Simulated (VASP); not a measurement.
# Na (P6_3/mmc) in VASP: settings compared

Na is run at these levels: r2SCAN, r2SCAN0; tasks: single point, relaxation of cell and atoms.

All numbers are computed with VASP 6.6.1; they aren't measurements. Logs are shortened: lines on timing, memory, paths and dates and some standing lists are left out, and cuts for length are marked.

### Step 1. The cell of the first run

It takes space group P6_3/mmc (No. 194, hexagonal). The conventional cell has a = 3.764 Å, b = 3.764 Å, c = 6.147 Å, α = 90.00°, β = 90.00°, γ = 120.00°. Na (site symmetry -6m2) has 12 Na at 3.76 Å within 4.9 Å.

### Step 2. Single point, r2SCAN

POSCAR reads:

```
Na
1.0
    3.7640418302      0.0000000000      0.0000000000
   -1.8820209151      3.2597558458      0.0000000000
    0.0000000000      0.0000000000      6.1466803087
Na
2
Direct
    0.3333333333      0.6666666667      0.2500000000
    0.6666666667      0.3333333333      0.7500000000
```

INCAR.step1 reads:

```
PREC = Accurate
ENCUT = 520
ISMEAR = -1
SIGMA = 0.1
LREAL = F
LASPH = T
NELM = 80
NBANDS = 14
GGA = PE
ALGO = Normal
EDIFF = 1E-4
LWAVE = T
LCHARG = F
```

INCAR.step2 reads:

```
PREC = Accurate
ENCUT = 520
EDIFF = 1E-6
ISMEAR = -1
SIGMA = 0.1
LREAL = F
LASPH = T
NELM = 80
ALGO = Normal
ISIF = 2
LWAVE = F
LCHARG = F
METAGGA = R2SCAN
LMIXTAU = T
NBANDS = 14
ISTART = 1
```

KPOINTS reads:

```
Automatic mesh
0
Gamma
  5 5 3
```

Potentials or basis: VASP PAW PBE potentials, release 64 (Na_pv).

Started as:

```bash
> cat potpaw_PBE.64/Na_pv/POTCAR > POTCAR
> cp INCAR.step1 INCAR
> mpirun -np 1 vasp_std > vasp.out
> cp INCAR.step2 INCAR
> mpirun -np 1 vasp_std > vasp.out
```

OUTCAR:

```text
PREC = Accurate
   ENCUT = 520
   EDIFF = 1E-6
   ISMEAR = -1
   LREAL = F
   LASPH = T
   NELM = 80
   ISIF = 2
   METAGGA = R2SCAN
   ISTART = 1

 ion  position               nearest neighbor table
   1  0.333  0.667  0.250-
   2  0.667  0.333  0.750-

  LATTYP: Found a hexagonal cell.
 ALAT       =     3.7640418302
 C/A-ratio  =     1.6330000000

  Lattice vectors:

 A1 = (   3.7640418302,   0.0000000000,   0.0000000000)
 A2 = (  -1.8820209151,   3.2597558458,   0.0000000000)
 A3 = (   0.0000000000,   0.0000000000,   6.1466803087)

Analysis of symmetry for initial positions (statically):
=====================================================================
 Subroutine PRICEL returns:
 Original cell was already a primitive cell.

 Routine SETGRP: Setting up the symmetry group for a
 hexagonal supercell.

 Subroutine GETGRP returns: Found 24 space group operations
 (whereof 12 operations were pure point group operations)
 out of a pool of 24 trial point group operations.

The static configuration has the point symmetry D_3d.
 The point group associated with its full space group is D_6h.

Analysis of symmetry for dynamics (positions and initial velocities):
=====================================================================
 Subroutine PRICEL returns:
 Original cell was already a primitive cell.

 Routine SETGRP: Setting up the symmetry group for a
 hexagonal supercell.

 Subroutine GETGRP returns: Found 24 space group operations
 (whereof 12 operations were pure point group operations)
 out of a pool of 24 trial point group operations.

The dynamic configuration has the point symmetry D_3d.
 The point group associated with its full space group is D_6h.

 Subroutine INISYM returns: Found 24 space group operations
 (whereof 12 operations are pure point group operations),
 and found     1 'primitive' translations

----------------------------------------------------------------------------------------

                                     Primitive cell

  volume of cell :      75.4189

  direct lattice vectors                    reciprocal lattice vectors
     3.764041830  0.000000000  0.000000000     0.265671862  0.153385721  0.000000000
    -1.882020915  3.259755846  0.000000000     0.000000000  0.306771442  0.000000000
     0.000000000  0.000000000  6.146680309     0.000000000  0.000000000  0.162689444

  length of vectors
     3.764041830  3.764041830  6.146680309     0.306771442  0.306771442  0.162689444

  position of ions in fractional coordinates (direct lattice)
     0.333333333  0.666666667  0.250000000
     0.666666667  0.333333333  0.750000000

  ion indices of the primitive-cell ions
   primitive index   ion index
                 1           1
                 2           2

----------------------------------------------------------------------------------------

 KPOINTS: Automatic mesh

Automatic generation of k-mesh.
 Grid dimensions read from file:
 generate k-points for:    5    5    3

 Generating k-lattice:

  Cartesian coordinates                     Fractional coordinates (reciprocal lattice)
     0.053134372  0.030677144  0.000000000     0.200000000 -0.000000000  0.000000000
     0.000000000  0.061354288  0.000000000     0.000000000  0.200000000  0.000000000
     0.000000000  0.000000000  0.054229815     0.000000000  0.000000000  0.333333333

  Length of vectors
     0.061354288  0.061354288  0.054229815

  Shift w.r.t. Gamma in fractional coordinates (k-lattice)
     0.000000000  0.000000000  0.000000000

 Subroutine IBZKPT returns following result:
 ===========================================

 Found     10 irreducible k-points:

 Following reciprocal coordinates:
            Coordinates               Weight
  0.000000  0.000000  0.000000      1.000000
  0.200000  0.000000  0.000000      6.000000
  0.400000  0.000000  0.000000      6.000000
  0.200000  0.200000  0.000000      6.000000
  0.400000  0.200000  0.000000      6.000000
  0.000000  0.000000  0.333333      2.000000
  0.200000  0.000000  0.333333     12.000000
  0.400000  0.000000  0.333333     12.000000
  0.200000  0.200000  0.333333     12.000000
  0.400000  0.200000  0.333333     12.000000
   k-points           NKPTS =     10   k-points in BZ     NKDIM =     10   number of bands    NBANDS=     14
   number of dos      NEDOS =    301   number of ions     NIONS =      2
   total plane-waves  NPLWV =  37632
   dimension x,y,z NGX =    28 NGY =   28 NGZ =   48
   dimension x,y,z NGXF=    56 NGYF=   56 NGZF=   96
   ions per type =               2
   NGX,Y,Z   is equivalent  to a cutoff of  12.37, 12.37, 12.98 a.u.
   NGXF,Y,Z  is equivalent  to a cutoff of  24.73, 24.73, 25.96 a.u.
 SYSTEM =  unknown system
   PREC   = accura    normal or accurate (medium, high low for compatibility)
   ISTART =      1    job   : 0-new  1-cont  2-samecut
   ICHARG =      0    charge: 1-file 2-atom 10-const
   ISPIN  =      1    spin polarized calculation?
   LNONCOLLINEAR =      F non collinear calculations
   LSORBIT =      F    spin-orbit coupling
   LASPH  =      T    aspherical Exc in radial PAW
   ENCUT  =  520.0 eV  38.22 Ry    6.18 a.u.   7.00  7.00 11.43*2*pi/ulx,y,z
   NELM   =     80;   NELMIN=  2; NELMDL=  0     # of ELM steps
   EDIFF  = 0.1E-05   stopping-criterion for ELM
   LREAL  =      F    real-space projection
   EDIFFG = 0.1E-04   stopping-criterion for IOM
   NSW    =      0    number of steps for IOM
   IBRION =     -1    ionic relax: 0-MD 1-quasi-New 2-CG
   NFREE  =      0    steps in history (QN), initial steepest desc. (CG)
   ISIF   =      2    stress and relaxation
   ISYM   =      2    0-nonsym 1-usesym 2-fastsym
   POTIM  = 0.5000    time-step for ionic-motion
   TEBEG  =    0.0;   TEEND  =   0.0 temperature during run
   PSTRESS=    0.0 pullay stress
   NELECT =      14.0000    total number of electrons
   NUPDOWN=      -1.0000    fix difference up-down
   EMIN   =  10.00;   EMAX   =-10.00  energy-range for DOS
   EFERMI =   0.00;   METHOD = LEGACY
   ISMEAR =    -1;   SIGMA  =   0.10  broadening in eV -4-tet -1-fermi 0-gaus
   EFERMI_NEDOS =   21; number of points for ismear=-14 and -15
   IALGO  =     38    algorithm
   IMIX   =      4    mixing-type and parameters
     AMIX     =   0.40;   BMIX     =  1.00
     AMIX_MAG =   1.60;   BMIX_MAG =  1.00
  volume/ion in A,a.u.               =      37.71       254.48
  Fermi-wavevector in a.u.,A,eV,Ry     =   0.933879  1.764776 11.866059  0.872131
  Thomas-Fermi vector in A             =   2.060627
   LORBIT       =      0    0 simple, 1 ext, 2 COOP (PROOUT), +10 PAW based schemes
   METAGGA = R2SCAN    functional components
   LHFCALC =     F    Hartree Fock is set to
   AEXX    =    0.0000 exact exchange contribution
   IVDW    =     0    specifies the selected vdW correction
   LEPSILON=     F    determine dielectric tensor
   LRPA    =     F    only Hartree local field effects (RPA)
 non-spin polarized calculation
  energy-cutoff  :      520.00
  volume of cell :       75.42
 maximum number of plane-waves:      2049
 NGX is ok and might be reduce to    28
   NGX = 13   NGY = 13   NGZ = 23

 number of electron      14.0000010 magnetization

 Free energy of the ion-electron system (eV)
  ---------------------------------------------------
  ext. energy  EPLUGINS =         0.00000000
  ---------------------------------------------------
  free energy    TOTEN  =        -7.18645172 eV

  energy without entropy =       -7.16416296  energy(sigma->0) =       -7.17530734

 E-fermi :   0.4682     XC(G=0):  -6.8703

 val. band max:       -0.2457391804   @ k =   0.4000   0.0000   0.3333
 cond. band min:       0.5419285802   @ k =   0.2000   0.2000   0.3333
 fundamental gap:      0.7876677606
 Fermi energy:         0.4681969842

 k-point     1 :       0.0000    0.0000    0.0000
  band No.  band energies     occupation
      1     -25.7547      2.00000
      2     -25.7260      2.00000
      3     -25.7258      2.00000
      4     -25.7214      2.00000
      5     -25.7212      2.00000
      6     -25.7211      2.00000
      7      -3.1543      2.00000
      8       0.7968      0.07209
      9       1.4519      0.00011
     10      10.8454      0.00000
     11      10.8457      0.00000
     12      11.3411      0.00000
     13      11.3488      0.00000
     14      11.3488      0.00000

 k-point     2 :       0.2000    0.0000    0.0000
  band No.  band energies     occupation
      1     -25.7506      2.00000
      2     -25.7346      2.00000
      3     -25.7301      2.00000
      4     -25.7287      2.00000
      5     -25.7228      2.00000
      6     -25.7228      2.00000
      7      -2.5321      2.00000
      8       1.3613      0.00026
      9       2.0293      0.00000
     10       6.4109      0.00000
     11       9.0517      0.00000
     12       9.1050      0.00000
     13       9.9186      0.00000
     14      11.5566      0.00000

 k-point     3 :       0.4000    0.0000    0.0000
  band No.  band energies     occupation
      1     -25.7491      2.00000
      2     -25.7440      2.00000
      3     -25.7420      2.00000
      4     -25.7329      2.00000
      5     -25.7274      2.00000
      6     -25.7255      2.00000
      7      -0.7092      1.99998
      8       2.1394      0.00000
      9       3.0632      0.00000
     10       4.0220      0.00000
     11       5.9219      0.00000
     12       6.4268      0.00000
     13       8.1046      0.00000
     14       9.4953      0.00000

 k-point     4 :       0.2000    0.2000    0.0000
  band No.  band energies     occupation
      1     -25.7441      2.00000
      2     -25.7423      2.00000
      3     -25.7419      2.00000
      4     -25.7325      2.00000
      5     -25.7280      2.00000
      6     -25.7262      2.00000
      7      -1.3092      2.00000
      8       2.4949      0.00000
      9       2.9867      0.00000
     10       4.3967      0.00000
     11       5.2475      0.00000
     12       8.1271      0.00000
     13       8.3031      0.00000
     14       9.0130      0.00000

 k-point     5 :       0.4000    0.2000    0.0000
  band No.  band energies     occupation
      1     -25.7488      2.00000
      2     -25.7436      2.00000
      3     -25.7383      2.00000
      4     -25.7375      2.00000
      5     -25.7317      2.00000
      6     -25.7308      2.00000
      7       0.9257      0.02041
      8       1.1846      0.00155
      9       3.7437      0.00000
     10       4.7439      0.00000
     11       4.8095      0.00000
     12       5.3751      0.00000
     13       6.8621      0.00000
     14       7.6410      0.00000

 k-point     6 :       0.0000    0.0000    0.3333
  band No.  band energies     occupation
      1     -25.7464      2.00000
      2     -25.7296      2.00000
      3     -25.7249      2.00000
      4     -25.7246      2.00000
      5     -25.7226      2.00000
      6     -25.7223      2.00000
      7      -2.6676      2.00000
      8      -1.2344      2.00000
      9       4.3134      0.00000
     10       8.2178      0.00000
     11      11.1581      0.00000
     12      11.1583      0.00000
     13      11.4794      0.00000
     14      11.4795      0.00000

 k-point     7 :       0.2000    0.0000    0.3333
  band No.  band energies     occupation
      1     -25.7456      2.00000
      2     -25.7354      2.00000
      3     -25.7315      2.00000
      4     -25.7272      2.00000
      5     -25.7257      2.00000
      6     -25.7243      2.00000
      7      -2.0510      2.00000
      8      -0.6343      1.99997
      9       4.8041      0.00000
     10       6.8528      0.00000
     11       7.8464      0.00000
     12       8.7543      0.00000
     13       9.4968      0.00000
     14      10.6389      0.00000

 k-point     8 :       0.4000    0.0000    0.3333
  band No.  band energies     occupation
      1     -25.7519      2.00000
      2     -25.7486      2.00000
      3     -25.7342      2.00000
      4     -25.7310      2.00000
      5     -25.7279      2.00000
      6     -25.7273      2.00000
      7      -0.2457      1.99841
      8       1.0981      0.00367
      9       2.7773      0.00000
     10       4.0784      0.00000
     11       6.5194      0.00000
     12       8.3990      0.00000
     13       8.4973      0.00000
     14       9.6654      0.00000

 k-point     9 :       0.2000    0.2000    0.3333
  band No.  band energies     occupation
      1     -25.7476      2.00000
      2     -25.7446      2.00000
      3     -25.7341      2.00000
      4     -25.7335      2.00000
      5     -25.7290      2.00000
      6     -25.7261      2.00000
      7      -0.8391      2.00000
      8       0.5419      0.64718
      9       4.7939      0.00000
     10       4.9003      0.00000
     11       5.9367      0.00000
     12       6.6616      0.00000
     13       7.0989      0.00000
     14      10.2932      0.00000

 k-point    10 :       0.4000    0.2000    0.3333
  band No.  band energies     occupation
      1     -25.7507      2.00000
      2     -25.7483      2.00000
      3     -25.7391      2.00000
      4     -25.7349      2.00000
      5     -25.7302      2.00000
      6     -25.7275      2.00000
      7       1.3520      0.00029
      8       1.5893      0.00003
      9       2.8512      0.00000
     10       2.9718      0.00000
     11       4.6999      0.00000
     12       5.9209      0.00000
     13       8.3339      0.00000
     14       8.9950      0.00000

------------------------ aborting loop because EDIFF is reached ----------------------------------------

  FORCE on cell =-STRESS in cart. coord.  units (eV):
  Direction    XX          YY          ZZ          XY          YZ          ZX
  --------------------------------------------------------------------------------------
  -------------------------------------------------------------------------------------
  Total       -0.0284172     -0.0284172      0.0135678      0.0000000     -0.0000000      0.0000000
  in kB       -0.6036863     -0.6036863      0.2882303      0.0000000     -0.0000000      0.0000000
  external PRESSURE =      -0.3063808 kB  Pullay stress =       0.0000000 kB

 VOLUME and BASIS-vectors are now :
 -----------------------------------------------------------------------------
  energy-cutoff  :      520.00
  volume of cell :       75.42
      direct lattice vectors                 reciprocal lattice vectors
     3.764041830  0.000000000  0.000000000     0.265671862  0.153385721  0.000000000
    -1.882020915  3.259755846  0.000000000     0.000000000  0.306771442  0.000000000
     0.000000000  0.000000000  6.146680309     0.000000000  0.000000000  0.162689444

 POSITION                                       TOTAL-FORCE (eV/Angst)
 -----------------------------------------------------------------------------------
     -0.00000      2.17317      1.53667        -0.000000      0.000000     -0.000000
      1.88202      1.08659      4.61001         0.000000      0.000000      0.000000
 -----------------------------------------------------------------------------------
    total drift:                               -0.000000      0.000000      0.000000

  FREE ENERGIE OF THE ION-ELECTRON SYSTEM (eV)
  ---------------------------------------------------
  free  energy   TOTEN  =        -7.1864517190 eV

  energy  without entropy=       -7.1641629628  energy(sigma->0) =       -7.17530734
```

It took 31 s on 1 thread of Intel Xeon Platinum 8375C at 2.90GHz (Ice Lake), shared host; peak memory 0.18 GiB.

What came out:

```yaml
Free_energy: -7.1865 eV
Pressure: 0.0 GPa
Band_gap_on_the_k_mesh: zero (band 7 reaches 1.35 eV, above the bottom of band 8 at -1.23 eV)
```

Caveat: the k points lie up to 0.39 Å⁻¹ apart; the PAW data sets were made with another functional, which shifts forces and pressure a little.

### Step 3. Single point, r2SCAN0

POSCAR is that of step 2.

INCAR.step1 reads:

```
SYSTEM = Na
PREC = Accurate ; ENCUT = 520
EDIFF = 1E-5 ; ISMEAR = -1
SIGMA = 0.1 ; LREAL = .False.
LASPH = .True. ; NELM = 60
ALGO = Normal ; ISIF = 2
LWAVE = .True. ; LCHARG = .False.
GGA = PE ; NBANDS = 14
```

INCAR.step2 reads:

```
SYSTEM = Na
PREC = Accurate ; ENCUT = 520
EDIFF = 1E-6 ; ISMEAR = -1
SIGMA = 0.1 ; LREAL = .False.
LASPH = .True. ; NELM = 60
ALGO = Normal ; ISIF = 2
LWAVE = .False. ; LCHARG = .False.
METAGGA = R2SCAN ; LHFCALC = .True.
AEXX = 0.25 ; LMIXTAU = .True.
PRECFOCK = Normal ; ISTART = 1
NBANDS = 14
```

KPOINTS reads:

```
regular mesh
0
Gamma
  5 5 3
  0 0 0
```

Potentials or basis: VASP PAW PBE potentials, release 64 (Na_pv).

Started as:

```bash
> cat potpaw_PBE.64/Na_pv/POTCAR > POTCAR
> cp INCAR.step1 INCAR
> mpirun -np 1 vasp_std > vasp.out
> cp INCAR.step2 INCAR
> mpirun -np 1 vasp_std > vasp.out
```

Wall time 13 min (1 thread of Intel Xeon Platinum 8375C at 2.90GHz (Ice Lake), shared host); peak memory 0.2 GiB.

The run converged. Its results:

```
Free energy            : -6.6528 eV
Pressure               : 0.0 GPa
Band gap on the k mesh : zero (band 7 reaches 1.77 eV, above the bottom of band 8 at -1.79 eV)
```

Stress tensor (GPa, compression positive):
```
-0.04  0.00  0.00
 0.00 -0.04  0.00
 0.00  0.00  0.06
```

Levels at points of the mesh, in eV from the Fermi level:
```
           k point  band 3  band 4  band 5  band 6  band 7  band 8  band 9  band 10  band 11  band 12
(0.00, 0.00, 0.00)  -29.42  -29.42  -29.42  -29.42   -4.67    0.59    1.23    10.83    10.83    11.31
```

Caveat: the k points lie up to 0.39 Å⁻¹ apart; the PAW data sets were made with another functional, which shifts forces and pressure a little.

(Continued in part 2 of 2.)
